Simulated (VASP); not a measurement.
A run of VASP 6.6.1 is set up as follows.

The input INCAR:

```
SYSTEM = Al
ALGO = Normal
EDIFF = 1E-6
ENCUT = 520
GGA = CA
ISIF = 2
ISMEAR = -1
LASPH = .True.
LCHARG = .False.
LREAL = .False.
LWAVE = .False.
NBANDS = 10
NELM = 100
PREC = Accurate
SIGMA = 0.1
```

Contents of KPOINTS:

```
k-points
0
Gamma
  12 12 6
  0 0 0
```

File POSCAR:

```
Al
1.0
    2.8676151805      0.0000000000      0.0000000000
   -1.4338081000      2.4834281278      0.0000000000
    0.0000000000      0.0000000000      4.9623026648
Al
2
Direct
    0.6666666667      0.3333333333      0.7500000000
    0.3333333333      0.6666666667      0.2500000000
```

Potentials or basis: VASP PAW LDA potentials, release 64 (Al).

Run with:

```console
$ cat potpaw_LDA.64/Al/POTCAR > POTCAR
$ mpirun -np 1 vasp_std > vasp.out
```

(1) Predict the pressure.

(2) What does it give for the band gap on the k mesh?

## Answers

(1) -6.4 GPa.

(2) zero (band 3 reaches 10.67 eV, above the bottom of band 4 at 4.06 eV).
